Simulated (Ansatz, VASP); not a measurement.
NbP in VASP and in Ansatz

File INCAR:

```
SYSTEM = NbP
  PREC = Accurate
  ENCUT = 600
  EDIFF = 1E-6
  ISMEAR = 0
  SIGMA = 0.1
  LREAL = .FALSE.
  LASPH = .TRUE.
  NELM = 100
  ALGO = Normal
  ISIF = 3
  LWAVE = .FALSE.
  LCHARG = .FALSE.
  GGA = PS
  IBRION = 2
  NSW = 80
  EDIFFG = -0.01
```

The input KPOINTS:

```
Automatic mesh
0
G
  12 12 12
  0 0 0
```

The input POSCAR:

```
NbP
1.0
    3.3046789957      0.0000000000      0.0000000000
   -1.6523394978      2.8619359617      0.0000000000
    0.0000000000      0.0000000000      3.3031694677
Nb P
1 1
Direct
    0.3333333333      0.6666666667      0.5000000000
    0.0000000000      0.0000000000      0.0000000000
```

Input for Ansatz:

```yaml
crystal:
  lattice:
    - [3.3046789957, 0.0, 0.0]
    - [-1.6523394978, 2.8619359617, 0.0]
    - [0.0, 0.0, 3.3031694677]
  atoms:
    - { symbol: Nb, position: [0.3333333333, 0.6666666667, 0.5] }
    - { symbol: P, position: [0.0, 0.0, 0.0] }
basis:
  ecutwfc: 420
kpoints:
  mp_grid: { grid: [12, 12, 12] }
hamiltonian:
  xc: pbesol
scf:
  occupations: { method: gaussian, width: 0.1 }
output:
  forces: true
  stress: true
  eigenvalues: true
relax:
  adjacent_minimum: "off"
  f_tol: 0.01
  max_steps: 60
  cell: { stress_tol: 0.1 }
```

Alike in both runs: task relaxation of cell and atoms; functional PBEsol; k mesh 12 × 12 × 12; occupations gaussian, width 0.1 eV; no spin polarisation.

|  | VASP | Ansatz |
| --- | --- | --- |
| version | VASP 6.6.1 | Ansatz 0.2.0 |
| potentials or method | VASP PAW PBE potentials, release 64 (Nb_sv, P), cutoff 600 eV | scalar-relativistic, plane waves, PAW |
| valence electrons in the cell | 18 | 18 |

```tsv
	VASP	Ansatz	Ansatz less VASP
gap on the k mesh at the Fermi level, each at its own relaxed structure (eV)	none	none	-
relaxed volume (Å³/atom)	15.57	15.59	+0.018
relaxed cell length with the largest relative difference (Å)	3.321	3.322	+0.0014
```

VASP's potentials were made for PBE, not for PBEsol. A gap of «none» marks a metal or a gap that the smearing closes.
